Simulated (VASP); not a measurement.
Runs of VASP 6.6.1 on Zr. The structure is that of space group P6_3/mmc (No. 194), or close to it. The cells are those of the table. 

```csv
task,cell,cutoff (eV),smearing,gap on the mesh (eV),pressure (GPa),relaxed volume (Å³/atom)
relaxation of cell and atoms,"relaxed from a = 3.239, b = 3.239, c = 5.172 Å, angles 90.0, 90.0, 120.0°, 2 atoms",600,gaussian 0.1 eV,none,0.0,21.82
single point,"a = 3.142, b = 3.142, c = 5.106 Å, angles 90.0, 90.0, 120.0°, 2 atoms",520,fermi-dirac 0.15 eV,none,0.0,-
relaxation of cell and atoms,"relaxed from a = 3.154, b = 3.154, c = 5.062 Å, angles 90.0, 90.0, 120.0°, 2 atoms",600,fermi-dirac 0.15 eV,none,0.0,(a)
single point,"a = 3.154, b = 3.154, c = 5.062 Å, angles 90.0, 90.0, 120.0°, 2 atoms",520,gaussian 0.1 eV,none,0.0,-
```

Alike in all rows: level LDA; potentials or basis VASP PAW LDA potentials, release 64 (Zr_sv); no spin polarisation; k mesh 12 × 12 × 8.

Task: Fill in the values left out.

Result: (a) 21.84.

A k mesh can miss the band edges, and the runs leave out spin-orbit coupling on Zr.

A gap of «none» marks levels without a gap at the run's occupations.
